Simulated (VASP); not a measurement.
Crystal: TiH.

```xyz
4
Lattice="2.8776 0.0000 0.0000 -1.4388 2.4921 0.0000 0.0000 0.0000 5.2633" Properties=species:S:1:pos:R:3 pbc="T T T"
Ti    0.0000    0.0000    0.0000
Ti    0.0000    0.0000    2.6316
H     1.4388    0.8307    3.9475
H     0.0000    1.6614    1.3158
```

```yaml
Program: VASP 6.6.1
Task: relaxation of cell and atoms
Functional: PBEsol
Potentials_or_basis: VASP PAW PBE potentials, release 64 (Ti_sv, H)
Cutoff: 600 eV
k_mesh: 9 × 9 × 4
Occupations: fermi-dirac, width 0.1 eV
Spin: no spin polarisation
```

At the start: pressure -5.3 GPa; volume 9.44 Å³/atom.

**Question.** How do energy, volume and symmetry change on relaxing?

**Answer.** Over 6 steps the energy falls by 7.1 meV/atom and the volume is 9.04 Å³/atom (-4.2 %); space group P6_3/mmc (No. 194, to 0.05 Å).

The path:
| step | energy change (eV) | largest force (eV/Å) | pressure (GPa) | volume (Å³) |
| --- | --- | --- | --- | --- |
| 1 | 0.0000 | 0.0000 | -5.34 | 37.74 |
| 2 | -0.0282 | 0.0000 | 0.23 | 36.05 |
| 3 | -0.0282 | 0.0000 | 0.02 | 36.11 |
| 4 | -0.0282 | 0.0000 | -0.10 | 36.14 |
| 5 | -0.0282 | 0.0000 | -0.11 | 36.14 |
| 6 | -0.0282 | 0.0000 | -0.11 | 36.14 |

Final structure:
```xyz
4
Lattice="2.8389 0.0000 0.0000 -1.4195 2.4586 0.0000 0.0000 0.0000 5.1786" Properties=species:S:1:pos:R:3 pbc="T T T"
Ti    0.0000    0.0000    0.0000
Ti    0.0000    0.0000    2.5893
H     1.4195    0.8195    3.8839
H     0.0000    1.6391    1.2946
```

Caveat: the PAW data sets were made with another functional, which shifts forces and pressure a little.
